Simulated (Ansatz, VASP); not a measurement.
# One calculation of Sb, two programs

INCAR

```
PREC = Accurate ; ENCUT = 520
EDIFF = 1E-8 ; ISMEAR = -1
SIGMA = 0.05 ; LREAL = False
LASPH = True ; NELM = 100
ALGO = Normal ; ISIF = 2
LWAVE = False ; LCHARG = False
GGA = PS ; LEFG = True
NBANDS = 12
```

The input KPOINTS:

```
Automatic mesh
0
Gamma
  9 9 9
```

Contents of POSCAR:

```
Sb
1.0
    2.1506003320      1.2416496806      3.7440000000
   -2.1506003320      1.2416496806      3.7440000000
    0.0000000000     -2.4832993611      3.7440000000
Sb
2
Direct
    0.2336400000      0.2336400000      0.2336400000
    0.7663600000      0.7663600000      0.7663600000
```

Input for Ansatz:

```yaml
crystal:
  lattice:
    - [2.150600332, 1.2416496806, 3.744]
    - [-2.150600332, 1.2416496806, 3.744]
    - [0.0, -2.4832993611, 3.744]
  atoms:
    - { symbol: Sb, position: [0.23364, 0.23364, 0.23364] }
    - { symbol: Sb, position: [0.76636, 0.76636, 0.76636] }
kpoints:
  mp_grid: { grid: [9, 9, 9] }
  band_path:
    path:
      - [0.0, 0.0, 0.0]
      - [0.5, 0.5, 0.5]
      - [0.7600111779, 0.2399888221, 0.5]
      - [0.5, -0.2399888221, 0.2399888221]
      - [0.5, 0.0, 0.0]
      - [0.0, 0.0, 0.0]
      - [0.369994411, -0.369994411, 0.0]
      - [0.630005589, 0.0, 0.369994411]
      - [0.5, 0.0, 0.5]
    npoints: 8
scf:
  occupations: { method: fermi_dirac, width: 0.05 }
hamiltonian:
  xc: pbesol
  pseudopotentials: { kind: all_electron, datasets: crystal }
output:
  forces: true
  stress: true
  eigenvalues: true
  efg: { contact_densities: true }
```

Alike in both runs: task electric field gradients; functional PBEsol; k mesh 9 × 9 × 9; occupations fermi-dirac, width 0.05 eV; no spin polarisation.

|  | VASP | Ansatz |
| --- | --- | --- |
| version | VASP 6.6.1 | Ansatz 0.2.0 |
| potentials or method | VASP PAW PBE potentials, release 64 (Sb), cutoff 520 eV | all-electron PAW with datasets made for the crystal, scalar-relativistic |

VASP gave:

- pressure (GPa): 0.6
- traceless stress, the component that is largest in VASP (GPa): -0.38
- rms of the force components (eV/Å): 0.116
- size of Vzz on the site where it differs most (V/Å²): 43.1

Problem. Which values does Ansatz return?

Solution. Pressure (GPa): 0.4; traceless stress, the component that is largest in VASP (GPa): -0.33; rms of the force components (eV/Å): 0.083; size of Vzz on the site where it differs most (V/Å²): 47.4.

VASP's potentials were made for PBE, not for PBEsol. Atom by atom the forces differ by 0.033 eV/Å (rms over components). Ansatz ran all-electron here, and VASP with PAW potentials.

Neither program's run includes spin-orbit coupling.
